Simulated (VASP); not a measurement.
# TiAl3 (d3) (Pmm2) in VASP: a series of runs

The runs below take TiAl3 (d3) through single point, with PBE+D3(BJ).

Program: VASP 6.6.1. These are calculated values, not measurements. Logs are shortened: lines on timing, memory, paths and dates and some standing lists are left out, and cuts for length are marked.

**1. The cell of the first run**

The structure is orthorhombic, space group Pmm2 (No. 25). Conventional cell: a = 2.840 Å, b = 4.681 Å, c = 4.901 Å, α = 90.00°, β = 90.00°, γ = 90.00°. Within 3.7 Å of Ti (site symmetry mm2) lie 10 Al at 2.83 to 2.85 Å and 2 Ti at 2.84 Å. Al (site symmetry mm2) has 4 Ti at 2.83 to 2.84 Å and 8 Al at 2.84 to 2.86 Å within 3.7 Å. Within 3.7 Å of Al (site symmetry mm2) lie 8 Al at 2.81 to 2.86 Å and 4 Ti at 2.85 Å. Al (site symmetry mm2) has 10 Al at 2.81 to 2.86 Å and 2 Ti at 2.85 Å within 3.7 Å.

**2. Single point, PBE+D3(BJ)**

The input, INCAR:

```
SYSTEM = TiAl3
ALGO     = Fast           ! electronic algorithm
EDIFF    = 1E-6           ! SCF threshold, eV
ENCUT    = 520            ! plane-wave cutoff, eV
GGA      = PE             ! functional
ISIF     = 2              ! what is computed and relaxed
ISMEAR   = 0              ! smearing method
IVDW     = 12             ! dispersion correction
LASPH    = .True.         ! aspherical terms in the spheres
LCHARG   = .True.         ! write CHGCAR
LELF     = .True.         ! ELF
LREAL    = .False.        ! projectors in reciprocal space
LVHAR    = .True.       
LWAVE    = .False.        ! write WAVECAR
NBANDS   = 18             ! bands
NELM     = 80             ! most SCF steps
PREC     = Accurate       ! precision mode
SIGMA    = 0.1            ! smearing width, eV
```

The input, KPOINTS:

```
k-points
0
Gamma
  6 4 4
  0 0 0
```

The input, POSCAR:

```
TiAl3
1.0
    2.8396770000      0.0000000000      0.0000000000
    0.0000000000      4.6812640000      0.0000000000
    0.0000000000      0.0000000000      4.9007420000
Ti Al
1 3
Direct
    0.0000000000      0.5000000000      0.1659160000
    0.5000000000      0.5000000000      0.6672710000
    0.5000000000      0.0000000000      0.3309120000
    0.0000000000      0.0000000000      0.8359000000
```

Potentials or basis: VASP PAW PBE potentials, release 64 (Ti_sv, Al).

Command:

```console
cat potpaw_PBE.64/Ti_sv/POTCAR potpaw_PBE.64/Al/POTCAR > POTCAR
mpirun -np 1 vasp_std > vasp.out
```

OUTCAR:

```text
SYSTEM = TiAl3
   EDIFF = 1E-6
   ENCUT = 520
   GGA = PE
   ISIF = 2
   ISMEAR = 0
   IVDW = 12
   LASPH = .True.
   LREAL = .False.
   NELM = 80
   PREC = Accurate
 IVDW          = 12

 ion  position               nearest neighbor table
   1  0.000  0.500  0.166-   2 2.83   2 2.83   2 2.84   2 2.84   4 2.85   4 2.85   3 2.85   3 2.85
                             3 2.85   3 2.85
   2  0.500  0.500  0.667-   1 2.83   1 2.83   1 2.84   1 2.84   4 2.86   4 2.86   4 2.86   4 2.86
                             3 2.86   3 2.86
   3  0.500  0.000  0.331-   4 2.81   4 2.81   4 2.85   4 2.85   1 2.85   1 2.85   1 2.85   1 2.85
                             2 2.86   2 2.86
   4  0.000  0.000  0.836-   3 2.81   3 2.81   1 2.85   1 2.85   3 2.85   3 2.85   2 2.86   2 2.86
                             2 2.86   2 2.86

  LATTYP: Found a simple orthorhombic cell.
 ALAT       =     2.8396770000
 B/A-ratio  =     1.6485198845
 C/A-ratio  =     1.7258096607

  Lattice vectors:

 A1 = (   2.8396770000,   0.0000000000,   0.0000000000)
 A2 = (   0.0000000000,   4.6812640000,   0.0000000000)
 A3 = (   0.0000000000,   0.0000000000,   4.9007420000)

Analysis of symmetry for initial positions (statically):
=====================================================================
 Subroutine PRICEL returns:
 Original cell was already a primitive cell.

 Routine SETGRP: Setting up the symmetry group for a
 simple orthorhombic supercell.

 Subroutine GETGRP returns: Found  4 space group operations
 (whereof  4 operations were pure point group operations)
 out of a pool of  8 trial point group operations.

The static configuration has the point symmetry C_2v.

Analysis of symmetry for dynamics (positions and initial velocities):
=====================================================================
 Subroutine PRICEL returns:
 Original cell was already a primitive cell.

 Routine SETGRP: Setting up the symmetry group for a
 simple orthorhombic supercell.

 Subroutine GETGRP returns: Found  4 space group operations
 (whereof  4 operations were pure point group operations)
 out of a pool of  8 trial point group operations.

The dynamic configuration has the point symmetry C_2v.

 Subroutine INISYM returns: Found  4 space group operations
 (whereof  4 operations are pure point group operations),
 and found     1 'primitive' translations

[... 97 lines left out ...]
   NELM   =     80;   NELMIN=  2; NELMDL= -5     # of ELM steps
   EDIFF  = 0.1E-05   stopping-criterion for ELM
   LREAL  =      F    real-space projection
   EDIFFG = 0.1E-04   stopping-criterion for IOM
   NSW    =      0    number of steps for IOM
   IBRION =     -1    ionic relax: 0-MD 1-quasi-New 2-CG
   NFREE  =      0    steps in history (QN), initial steepest desc. (CG)
   ISIF   =      2    stress and relaxation
   ISYM   =      2    0-nonsym 1-usesym 2-fastsym
   POTIM  = 0.5000    time-step for ionic-motion
   TEBEG  =    0.0;   TEEND  =   0.0 temperature during run
   PSTRESS=    0.0 pullay stress
   NELECT =      21.0000    total number of electrons
   NUPDOWN=      -1.0000    fix difference up-down
   EMIN   =  10.00;   EMAX   =-10.00  energy-range for DOS
   EFERMI =   0.00;   METHOD = LEGACY
   ISMEAR =     0;   SIGMA  =   0.10  broadening in eV -4-tet -1-fermi 0-gaus
   EFERMI_NEDOS =   21; number of points for ismear=-14 and -15
   IALGO  =     68    algorithm
   IMIX   =      4    mixing-type and parameters
     AMIX     =   0.40;   BMIX     =  1.00
     AMIX_MAG =   1.60;   BMIX_MAG =  1.00
  volume/ion in A,a.u.               =      16.29       109.91
  Fermi-wavevector in a.u.,A,eV,Ry     =   1.122492  2.121202 17.143184  1.259988
  Thomas-Fermi vector in A             =   2.259152
   LORBIT       =      0    0 simple, 1 ext, 2 COOP (PROOUT), +10 PAW based schemes
   GGA     = PE    functional components
   LHFCALC =     F    Hartree Fock is set to
   AEXX    =    0.0000 exact exchange contribution
   IVDW    =    12    specifies the selected vdW correction
   LEPSILON=     F    determine dielectric tensor
   LRPA    =     F    only Hartree local field effects (RPA)
 non-spin polarized calculation
 RMM-DIIS sequential band-by-band and
 Gauss-broadening in eV      SIGMA  =   0.10
  energy-cutoff  :      520.00
  volume of cell :       65.15
 maximum number of plane-waves:      1776
 NGX is ok and might be reduce to    24
   NGX = 11   NGY = 17   NGZ = 19

 number of electron      21.0000004 magnetization

 Free energy of the ion-electron system (eV)
  ---------------------------------------------------
  ext. energy  EPLUGINS =         0.00000000
  ---------------------------------------------------
  free energy    TOTEN  =       -20.06619485 eV

  energy without entropy =      -20.05007706  energy(sigma->0) =      -20.05813596

 E-fermi :   8.1491     XC(G=0): -10.6321

 val. band max:        8.1462863969   @ k =   0.5000   0.2500   0.0000
 cond. band min:       8.1585729340   @ k =   0.1667   0.0000   0.5000
 fundamental gap:      0.0122865372
 Fermi energy:         8.1491457975

 k-point     1 :       0.0000    0.0000    0.0000
  band No.  band energies     occupation
      1     -48.4669      2.00000
      2     -24.7971      2.00000
      3     -24.7780      2.00000
      4     -24.4320      2.00000
      5      -2.0734      2.00000
      6       2.9906      2.00000
[... 481 lines left out ...]
      5       3.3604      2.00000
      6       4.1086      2.00000
[... 10 lines left out ...]
     17      13.1221      0.00000
     18      13.5943      0.00000

 [... further k-points ...]

------------------------ aborting loop because EDIFF is reached ----------------------------------------

 Edisp (eV)   -1.62857

 E8    (eV) :    -0.7424

  FORCE on cell =-STRESS in cart. coord.  units (eV):
  Direction    XX          YY          ZZ          XY          YZ          ZX
  --------------------------------------------------------------------------------------
  -------------------------------------------------------------------------------------
  Total      -2.28566    -1.74626    -1.18964     0.00000     0.00000     0.00000
  in kB     -56.21184   -42.94621   -29.25717     0.00000     0.00000     0.00000
  external pressure =      -42.81 kB  Pullay stress =        0.00 kB

 VOLUME and BASIS-vectors are now :
 -----------------------------------------------------------------------------
  energy-cutoff  :      520.00
  volume of cell :       65.15
      direct lattice vectors                 reciprocal lattice vectors
     2.839677000  0.000000000  0.000000000     0.352152727  0.000000000  0.000000000
     0.000000000  4.681264000  0.000000000     0.000000000  0.213617519  0.000000000
     0.000000000  0.000000000  4.900742000     0.000000000  0.000000000  0.204050734

 POSITION                                       TOTAL-FORCE (eV/Angst)
 -----------------------------------------------------------------------------------
      0.00000      2.34063      0.81311         0.000000      0.000000     -0.051433
      1.41984      2.34063      3.27012         0.000000      0.000000     -0.018119
      1.41984      0.00000      1.62171         0.000000      0.000000     -0.001888
      0.00000      0.00000      4.09653         0.000000      0.000000      0.071440
 -----------------------------------------------------------------------------------
    total drift:                                0.000000      0.000000      0.000033

  FREE ENERGIE OF THE ION-ELECTRON SYSTEM (eV)
  ---------------------------------------------------
  free  energy   TOTEN  =       -21.6947674639 eV

  energy  without entropy=      -21.6786496744  energy(sigma->0) =      -21.68670857
```

stdout:

```text
POSCAR found type information on POSCAR TiAl
 POSCAR found :  2 types and       4 ions
 scaLAPACK will be used
 LDA part: xc-table for (Slater+PW92), standard interpolation
 POSCAR, INCAR and KPOINTS ok, starting setup
 FFT: planning ... GRIDC
 FFT: planning ... GRID_SOFT
 FFT: planning ... GRID
 WAVECAR not read
 entering main loop
```

Wall time 44 s (1 thread of Intel Xeon Platinum 8488C (Sapphire Rapids), shared host); peak memory 0.2 GiB.

Results:

| Quantity | Value |
| --- | --- |
| Free energy | -21.6948 eV |
| Pressure | -4.3 GPa |
| Largest force | 0.071 eV/Å |
| Dispersion energy per atom | -0.407 eV |

Forces in eV/Å, atoms in the order of the input:
```
Ti   0.000  0.000 -0.051
Al   0.000  0.000 -0.018
Al   0.000  0.000 -0.002
Al   0.000  0.000  0.071
```

Levels at points of the mesh, in eV from the Fermi level:
| k point | band 7 | band 8 | band 9 | band 10 | band 11 | band 12 | band 13 | band 14 | band 15 | band 16 |
| --- | --- | --- | --- | --- | --- | --- | --- | --- | --- | --- |
| (0.00, 0.00, 0.00) | -3.92 | -3.58 | -2.72 | -0.85 | -0.47 | 2.24 | 2.32 | 2.61 | 2.71 | 2.97 |
| (0.50, 0.00, 0.00) | -2.23 | -2.03 | -1.81 | 0.28 | 0.51 | 0.65 | 1.29 | 1.43 | 2.14 | 2.54 |
| (0.00, 0.50, 0.00) | -3.58 | -3.20 | -2.10 | -1.57 | -0.22 | 2.16 | 2.25 | 2.57 | 3.00 | 4.59 |
| (0.50, 0.50, 0.00) | -3.77 | -3.43 | -1.76 | -0.56 | -0.39 | 0.71 | 1.06 | 1.24 | 3.31 | 3.72 |
| (0.00, 0.00, 0.50) | -3.48 | -2.34 | -2.19 | -1.13 | -0.38 | 2.13 | 2.18 | 2.33 | 3.15 | 3.98 |
| (0.50, 0.00, 0.50) | -3.91 | -3.54 | -1.38 | -0.27 | -0.21 | 0.48 | 1.10 | 1.84 | 3.17 | 3.59 |
| (0.00, 0.50, 0.50) | -7.13 | -4.87 | -0.26 | -0.10 | 0.67 | 2.16 | 2.19 | 3.62 | 4.90 | 5.14 |
| (0.50, 0.50, 0.50) | -3.60 | -3.34 | -2.88 | -2.84 | -0.88 | -0.28 | 0.95 | 1.98 | 2.24 | 2.46 |

Caveat: the k points lie up to 0.37 Å⁻¹ apart; pairwise dispersion overbinds metals, which lowers pressure and volume.

**3. Single point, PBE+D3(BJ)**

This run uses another cell than the first one, of 15.60 Å³/atom, 0.958 times its volume.

The input, INCAR:

```
SYSTEM = TiAl3
ALGO = Fast
EDIFF = 1E-6
ENCUT = 520
GGA = PE
ISIF = 2
ISMEAR = 0
IVDW = 12
LASPH = .True.
LCHARG = .False.
LREAL = .False.
LWAVE = .False.
NBANDS = 18
NELM = 100
PREC = Accurate
SIGMA = 0.1
```

The input, KPOINTS:

```
k-points
0
Gamma
  14 10 10
  0 0 0
```

The input, POSCAR:

```
TiAl3
1.0
    2.7666359815      0.0000000000      0.0000000000
    0.0000000000      4.6382660268      0.0000000000
    0.0000000000      0.0000000000      4.8629302959
Ti Al
1 3
Direct
    0.0000000000      0.5000000000      0.1633987224
    0.5000000000      0.5000000000      0.6641460423
    0.5000000000      0.0000000000      0.3338834958
    0.0000000000      0.0000000000      0.8385707395
```

Potentials or basis: VASP PAW PBE potentials, release 64 (Ti_sv, Al).

Command:

```console
cat potpaw_PBE.64/Ti_sv/POTCAR potpaw_PBE.64/Al/POTCAR > POTCAR
mpirun -np 1 vasp_std > vasp.out
```

Wall time 5.5 min (1 thread of Intel Xeon Platinum 8488C (Sapphire Rapids), shared host); peak memory 0.42 GiB.

It converged, with:

| Quantity | Value |
| --- | --- |
| Free energy | -21.7121 eV |
| Pressure | 0.0 GPa |
| Dispersion energy per atom | -0.426 eV |

Levels at points of the mesh, in eV from the Fermi level:
```tsv
k point	band 7	band 8	band 9	band 10	band 11	band 12	band 13	band 14	band 15	band 16
(0.00, 0.00, 0.00)	-3.95	-3.62	-2.71	-0.87	-0.44	2.57	2.65	2.75	2.81	3.20
(0.50, 0.00, 0.00)	-2.20	-1.98	-1.78	0.48	0.68	0.80	1.44	1.69	2.40	2.73
(0.00, 0.50, 0.00)	-3.64	-3.25	-2.06	-1.56	-0.18	2.50	2.58	2.77	3.17	4.70
(0.50, 0.50, 0.00)	-3.71	-3.20	-1.73	-0.50	-0.25	0.86	1.18	1.40	3.49	4.05
(0.00, 0.00, 0.50)	-3.55	-2.32	-2.18	-1.12	-0.34	2.34	2.48	2.66	3.26	4.16
(0.50, 0.00, 0.50)	-3.85	-3.38	-1.35	-0.15	-0.12	0.62	1.26	2.03	3.45	3.85
(0.00, 0.50, 0.50)	-7.20	-4.89	-0.22	-0.06	0.74	2.51	2.53	3.65	5.00	5.24
(0.50, 0.50, 0.50)	-3.46	-3.27	-2.80	-2.68	-0.64	-0.16	1.11	2.19	2.46	2.66
```

Caveat: pairwise dispersion overbinds metals, which lowers pressure and volume.
